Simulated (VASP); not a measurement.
Write the native input for VASP 6.6.1 that does the following.

```yaml
Task: single point
Functional: PBEsol
Potentials_or_basis: VASP PAW PBE potentials, release 64 (B, N)
Cutoff: 520 eV
k_mesh: 12 × 12 × 4
Occupations: gaussian, width 0.05 eV
Spin: no spin polarisation
Dipole_correction: no
Further_INCAR_settings: ALGO = Normal; EDIFF = 1e-07; NBANDS = 16
```

The structure of BN lies in POSCAR:

```
BN
1.0
    2.6231520000      0.0000000000      0.0000000000
   -1.3115760000      2.2717159500      0.0000000000
    0.0000000000      0.0000000000      6.6357000000
B N
2 2
Direct
    0.3333333333      0.6666666667      0.2500000000
    0.6666666667      0.3333333333      0.7500000000
    0.3333333333      0.6666666667      0.7500000000
    0.6666666667      0.3333333333      0.2500000000
```

One way to write it, as run:

INCAR

```
SYSTEM = BN
ALGO = Normal
EDIFF = 1E-7
ENCUT = 520
GGA = PS
ISIF = 2
ISMEAR = 0
LASPH = .TRUE.
LCHARG = .FALSE.
LREAL = .FALSE.
LWAVE = .FALSE.
NBANDS = 16
NELM = 100
PREC = Accurate
SIGMA = 0.05
```

KPOINTS

```
k-points
0
G
  12 12 4
  0 0 0
```

Potentials or basis: VASP PAW PBE potentials, release 64 (B, N).

Launch:

```sh
$ cat potpaw_PBE.64/B/POTCAR potpaw_PBE.64/N/POTCAR > POTCAR
$ mpirun -np 1 vasp_std > vasp.out
```

Results of the run:

| Quantity | Value |
| --- | --- |
| Pressure | -26.8 GPa |
| Band gap on the k mesh | 3.91 eV, indirect (least direct gap 4.23 eV) |

Caveat: the PAW data sets were made with another functional, which shifts forces and pressure a little; this functional lacks dispersion, which binds the layers, so the pressure and a relaxed spacing across them are unreliable.

Run time: 38 s on 1 thread of Intel(R) Xeon(R) Platinum 8375C CPU @ 2.90GHz (Ice Lake), with other jobs on the host, peak memory 0.16 GiB.
